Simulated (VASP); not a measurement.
Write the native input for VASP 6.6.1 that does the following.

| Property | Result |
| --- | --- |
| Task | relaxation of cell and atoms |
| Functional | PBE |
| Potentials or basis | VASP PAW PBE potentials, release 64 (Al, Co) |
| Cutoff | 600 eV |
| k mesh | 14 × 14 × 14 |
| Occupations | gaussian, width 0.1 eV |
| Spin | no spin polarisation |
| Target pressure | -2 GPa |
| Dipole correction | no |
| Further INCAR settings | ALGO = Fast; EDIFF = 1e-06; IBRION = 2; EDIFFG = -0.008; NSW = 70; ISIF = 3 |

The structure of AlCo lies in POSCAR:

```
AlCo
1.0
    2.8702497653      0.0000000000      0.0000000000
    0.0000000000      2.8702497653      0.0000000000
    0.0000000000      0.0000000000      2.8702497653
Al Co
1 1
Direct
    0.0000000000      0.0000000000      0.0000000000
    0.5000000000      0.5000000000      0.5000000000
```

These files were run (other wordings do the same):

INCAR

```
  ALGO = Fast
  EDIFF = 1E-6
  EDIFFG = -0.008
  ENCUT = 600
  GGA = PE
  IBRION = 2
  ISIF = 3
  ISMEAR = 0
  LASPH = True
  LCHARG = False
  LREAL = False
  LWAVE = False
  NELM = 60
  NSW = 70
  PREC = Accurate
  PSTRESS = -20.0
  SIGMA = 0.1
```

KPOINTS

```
k-points
0
Gamma
  14 14 14
```

Potentials or basis: VASP PAW PBE potentials, release 64 (Al, Co).

Command:

```sh
$ cat potpaw_PBE.64/Al/POTCAR potpaw_PBE.64/Co/POTCAR > POTCAR
$ mpirun -np 1 vasp_std > vasp.out
```

Results of the run:

| Property | Result |
| --- | --- |
| Relaxed volume | 11.72 Å³/atom |
| Relaxed cell | a = 2.862 Å, b = 2.862 Å, c = 2.862 Å, α = 90.00°, β = 90.00°, γ = 90.00° |
| Space group after relaxing (to 0.05 Å) | Pm-3m (No. 221) |
| Energy change on relaxing (the enthalpy is what falls) | -1.7 meV/atom |
| Ionic steps | 5 |
| Pressure after relaxing | -2.0 GPa |
| Band gap on the k mesh | zero (band 6 reaches 12.79 eV, above the bottom of band 7 at 10.17 eV) |

Caveat: the cell is relaxed towards a set pressure, so the enthalpy falls and the energy may rise.

It took 2.6 min on 1 thread of AMD EPYC 7R43 64-Core Processor (Zen 3), with other jobs on the host, peak memory 0.14 GiB.
